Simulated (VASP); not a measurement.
Runs of VASP 6.6.1 on Rh. The structure is that of space group Pm-3m (No. 221), or close to it. The cells are those of the table. The cell was built from a structure type or drawn by symmetry, and may not be a known phase.

```tsv
task	spin	cell	k mesh	gap on the mesh (eV)	pressure (GPa)	moment (μB)
single point	collinear, ferromagnetic start	a = 3.688 Å, 3 atoms	12 × 12 × 12	none	0.1	0.42
single point	off	a = 3.689 Å, 3 atoms	6 × 6 × 6	none	0.1	-
relaxation of cell and atoms	off	relaxed from a = 3.539 Å, 3 atoms	6 × 6 × 6	none	0.0	-
single point	off	a = 3.539 Å, 3 atoms	6 × 6 × 6	none	(a)	-
single point	collinear, ferromagnetic start	a = 3.689 Å, 3 atoms	6 × 6 × 6	none	0.4	1.03
```

Alike in all rows: level PBE; potentials or basis VASP PAW PBE potentials, release 64 (Rh_pv); cutoff (eV) 500; smearing gaussian 0.1 eV.

Q: Estimate the missing entries.

A: (a) 31.6.

Caveats: the cell stands under pressure (at least some runs).

A k mesh can miss the band edges, and the runs leave out spin-orbit coupling on Rh.

A gap of «none» marks levels without a gap at the run's occupations.
